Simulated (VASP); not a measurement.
## Mg5CdS6: single point with PBEsol

Mg5CdS6:

```xyz
12
Lattice="3.7351 0.0000 0.0000 0.0000 3.7351 0.0000 0.0000 0.0000 15.8645" Properties=species:S:1:pos:R:3 pbc="T T T"
Mg    0.0000    0.0000   10.5254
Mg    1.8675    1.8675    7.9323
Mg    0.0000    0.0000    5.3391
Mg    1.8675    1.8675    2.7130
Mg    1.8675    1.8675   13.1516
Cd    0.0000    0.0000    0.0000
S     0.0000    0.0000    7.9323
S     1.8675    1.8675    5.3289
S     0.0000    0.0000    2.7413
S     1.8675    1.8675    0.0000
S     0.0000    0.0000   13.1233
S     1.8675    1.8675   10.5357
```

| Item | Value |
| --- | --- |
| Program | VASP 6.6.1 |
| Task | single point |
| Functional | PBEsol |
| Potentials or basis | VASP PAW PBE potentials, release 64 (Mg, Cd, S) |
| Cutoff | 520 eV |
| k mesh | 8 × 8 × 2 |
| Occupations | gaussian, width 0.02 eV |
| Spin | no spin polarisation |
| Dipole correction | no |
| k mesh for the DOS | 12 × 12 × 3 |
| Occupations for the DOS | tetrahedron |
| Further INCAR settings | ALGO = Normal; EDIFF = 1e-06 |

```json
{
 "Valence electrons inside the program's atomic spheres": "Mg 0.30, 0.29 (each value once); Cd 10.26; S 3.77, 3.75, 3.72 (each value once)"
}
```

Levels at points of the mesh, in eV from the valence-band top:
```csv
k point,band 25,band 26,band 27,band 28,band 29,band 30,band 31,band 32,band 33,band 34
"(0.00, 0.00, 0.00)",-0.92,-0.92,-0.55,-0.50,-0.50,1.33,2.49,3.02,3.18,3.98
"(0.50, 0.00, 0.00)",-1.04,-1.02,-1.02,-0.93,0.00,3.95,4.08,4.29,4.31,4.89
"(0.50, 0.50, 0.00)",-2.64,-2.17,-2.14,-2.12,-2.12,1.07,2.10,3.29,3.62,3.78
```

It took 9 min on 1 thread of Intel Xeon 8259CL, with other jobs on the host, peak memory 0.54 GiB.
